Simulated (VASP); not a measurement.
Input of a VASP 6.6.1 run:

File INCAR:

```
SYSTEM = ZnO
ALGO     = Normal         ! electronic algorithm
EDIFF    = 1E-6           ! SCF threshold, eV
ENCUT    = 910            ! plane-wave cutoff, eV
GGA      = RP             ! functional
GGA_COMPAT= .False.      
ISIF     = 2              ! what is computed and relaxed
ISMEAR   = 0              ! smearing method
IVDW     = 13             ! dispersion correction
LASPH    = .True.         ! aspherical terms in the spheres
LCHARG   = .False.        ! write CHGCAR
LREAL    = .False.        ! projectors in reciprocal space
LWAVE    = .False.        ! write WAVECAR
NBANDS   = 26             ! bands
NELM     = 120            ! most SCF steps
PREC     = Accurate       ! precision mode
SIGMA    = 0.05           ! smearing width, eV
```

KPOINTS

```
k-points
0
Gamma
  8 8 6
  0 0 0
```

POSCAR

```
ZnO
1.0
    3.2571609225      0.0000000000      0.0000000000
   -1.6285804612      2.8207841031      0.0000000000
    0.0000000000      0.0000000000      5.2521172089
Zn O
2 2
Direct
    0.3333333333      0.6666666667      0.0014489168
    0.6666666667      0.3333333333      0.5014489168
    0.3333333333      0.6666666667      0.3806510832
    0.6666666667      0.3333333333      0.8806510832
```

Potentials or basis: VASP PAW PBE potentials, release 64 (Zn, O_h).

Command:

```bash
$ cat potpaw_PBE.64/Zn/POTCAR potpaw_PBE.64/O_h/POTCAR > POTCAR
$ mpirun -np 1 vasp_std > vasp.out
```

Predict the dispersion energy per atom.

-0.501 eV.

What does it give for the pressure?

0.9 GPa.

Forces in eV/Å, atoms in the order of the input:
```
Zn   0.000  0.000 -0.004
Zn   0.000  0.000 -0.004
O    0.000  0.000  0.004
O    0.000  0.000  0.004
```

Caveat: the cutoff is under 1.25 times the usual one of these potentials, so pressure, stress and relaxed cells hold a basis-set (Pulay) error; the PAW data sets were made with another functional, which shifts forces and pressure a little.

**Experimental background.**

“Electronic structure of alkaline earth and post-transition metal oxides”, 2009, arxiv:0908.1581 quotes, for a bulk crystal of ZnO: band gap 3.37 eV.

Against the measured gap of ZnO, 3.37 eV (quoted in “Electronic structure of alkaline earth and post-transition metal oxides”, 2009, arxiv:0908.1581), the calculated 0.85 eV is off by -2.52 eV. So large a miss can be the level of theory's own, or it may mean another phase, state or a wrong row. The value is that of RPBE+D4, without temperature or zero-point motion. Semilocal functionals fall short of measured gaps as a rule.
